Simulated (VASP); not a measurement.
A run of VASP 6.6.1 is set up as follows.

The input POSCAR:

```
MgO
1.0
    0.0000000000      2.1351500000      2.1351500000
    2.1351500000      0.0000000000      2.1351500000
    2.1351500000      2.1351500000      0.0000000000
Mg O
1 1
Direct
    0.0000000000      0.0000000000      0.0000000000
    0.4824368311      0.4824368311      0.5175631689
```

File INCAR.step1:

```
PREC = Accurate
ENCUT = 750
ISMEAR = 0
SIGMA = 0.05
LREAL = F
LASPH = T
NELM = 120
NBANDS = 15
GGA = PE
ALGO = Normal
EDIFF = 1E-5
LWAVE = T
LCHARG = F
GGA_COMPAT = F
```

Contents of INCAR.step2:

```
PREC = Accurate
ENCUT = 750
EDIFF = 1E-6
ISMEAR = 0
SIGMA = 0.05
LREAL = F
LASPH = T
NELM = 120
ALGO = Normal
ISIF = 2
LWAVE = F
LCHARG = F
METAGGA = R2SCAN
LMIXTAU = T
NBANDS = 15
ISTART = 1
GGA_COMPAT = F
```

Contents of KPOINTS:

```
regular mesh
0
Gamma
  10 10 10
```

Potentials or basis: VASP PAW PBE potentials, release 64 (Mg_sv, O).

The run is started by

```console
$ cat potpaw_PBE.64/Mg_sv/POTCAR potpaw_PBE.64/O/POTCAR > POTCAR
$ cp INCAR.step1 INCAR
$ mpirun -np 1 vasp_std > vasp.out
$ cp INCAR.step2 INCAR
$ mpirun -np 1 vasp_std > vasp.out
```

What does it give for the band gap on the k mesh?

5.24 eV.

Estimate the pressure.

-6.6 GPa.

Stress tensor (GPa, compression positive):
```
-7.15  0.00  0.00
 0.00 -7.15  0.00
 0.00  0.00 -5.41
```

Caveat: the cell differs from its parent crystal (all O atoms moved +0.075 Å, as atom 2 towards its neighbour atom 1 (Mg) at 2.135 Å); the cell stands under tension; the PAW data sets were made with another functional, which shifts forces and pressure a little.
